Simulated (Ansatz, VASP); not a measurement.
# MgS: VASP beside Ansatz

POSCAR

```
MgS
1.0
    0.0000000000      2.8097820000      2.8097820000
    2.8097820000      0.0000000000      2.8097820000
    2.8097820000      2.8097820000      0.0000000000
Mg S
1 1
Direct
    0.0000000000      0.0000000000      0.0000000000
    0.5000000000      0.5000000000      0.5000000000
```

Contents of INCAR.step1:

```
SYSTEM = MgS
PREC = Accurate
ENCUT = 520
ISMEAR = 0
SIGMA = 0.05
LREAL = .False.
LASPH = .True.
NELM = 80
NBANDS = 11
GGA = PE
ALGO = Normal
EDIFF = 1E-4
LWAVE = .True.
LCHARG = .False.
```

The input INCAR.step2:

```
SYSTEM = MgS
PREC = Accurate
ENCUT = 520
EDIFF = 1E-6
ISMEAR = 0
SIGMA = 0.05
LREAL = .False.
LASPH = .True.
NELM = 80
ALGO = Normal
ISIF = 2
LWAVE = .False.
LCHARG = .True.
METAGGA = R2SCAN
LMIXTAU = .True.
LELF = .True.
LVHAR = .True.
NBANDS = 11
ISTART = 1
```

Contents of KPOINTS:

```
Automatic mesh
0
Gamma
  8 8 8
  0 0 0
```

Input for Ansatz:

```yaml
crystal:
  lattice:
    - [0.0, 2.809782, 2.809782]
    - [2.809782, 0.0, 2.809782]
    - [2.809782, 2.809782, 0.0]
  atoms:
    - { symbol: Mg, position: [0.0, 0.0, 0.0] }
    - { symbol: S, position: [0.5, 0.5, 0.5] }
basis:
  ecutwfc: 500
kpoints:
  mp_grid: { grid: [8, 8, 8] }
hamiltonian:
  xc: r2scan
scf:
  occupations: { method: gaussian, width: 0.05 }
output:
  forces: true
  stress: true
  eigenvalues: true
```

Change from the starting cell: strain +0.080 along x and y, +0.080 along z, atoms carried along.

Alike in both runs: task single point; functional r2SCAN; k mesh 8 × 8 × 8; occupations gaussian, width 0.05 eV; no spin polarisation.

|  | VASP | Ansatz |
| --- | --- | --- |
| version | VASP 6.6.1 | Ansatz 0.2.0 |
| potentials or method | VASP PAW PBE potentials, release 64 (Mg, S), cutoff 520 eV | scalar-relativistic, plane waves, PAW |
| valence electrons in the cell | 8 | 16 |

VASP gave:

```
gap on the k mesh at the Fermi level (eV) : 2.89
least direct gap on the mesh (eV)         : 2.93
pressure (GPa)                            : -11.8
```

Question: Estimate Ansatz's values.

Answer: gap on the k mesh at the Fermi level (eV): 2.93; least direct gap on the mesh (eV): 2.96; pressure (GPa): -11.5.

VASP's potentials were made for PBE, not for r2SCAN. VASP's potentials hold 8 valence electrons a cell and Ansatz's 16, so a difference there can come from the potentials and not from the codes.
